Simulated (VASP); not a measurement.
# Si2Ni: single point with PBE

The system is Si2Ni.

```
Si Ni
1.0
     0.00000   -2.72341   -2.72341
     0.00000    2.72341   -2.72341
     5.44683    0.00000    0.00000
Si Ni
4 2
Direct
  0.00000 0.50000 0.75000
  0.50000 0.00000 0.25000
  0.00000 0.50000 0.25000
  0.50000 0.00000 0.75000
  0.00000 0.00000 0.00000
  0.50000 0.50000 0.50000
```

```json
{
 "Program": "VASP 6.6.1",
 "Task": "single point",
 "Functional": "PBE",
 "Potentials or basis": "VASP PAW PBE potentials, release 64 (Si, Ni)",
 "Cutoff": "520 eV",
 "k mesh": "10 × 10 × 6",
 "Occupations": "gaussian, width 0.15 eV",
 "Spin": "no spin polarisation"
}
```

The pressure is -0.1 GPa and the band gap on the k mesh is zero (bands 18 and 19 overlap by 1.94 eV).

Levels at points of the mesh, in eV from the Fermi level:
```csv
k point,band 16,band 17,band 18,band 19,band 20,band 21
"(0.00, 0.00, 0.00)",-0.46,-0.43,1.48,1.69,1.69,1.69
"(0.50, 0.00, 0.00)",-2.65,-1.08,-1.08,1.03,1.03,2.74
"(0.50, 0.50, 0.00)",-3.30,-2.98,-2.98,-0.43,-0.43,1.48
"(0.00, 0.00, 0.50)",-1.70,-1.62,-1.62,-0.45,-0.45,2.03
"(0.50, 0.00, 0.50)",-1.37,-1.37,-1.37,1.77,1.77,1.81
"(0.50, 0.50, 0.50)",-3.04,-2.33,-2.33,2.18,2.18,2.18
```

Run time: 2.5 min on 1 thread of Intel(R) Xeon(R) Platinum 8259CL CPU @ 2.50GHz (Skylake/Cascade Lake), with other jobs on the host, peak memory 0.28 GiB.

Spin polarisation is off, so any magnetic state and its effect on volume and gap are missing.
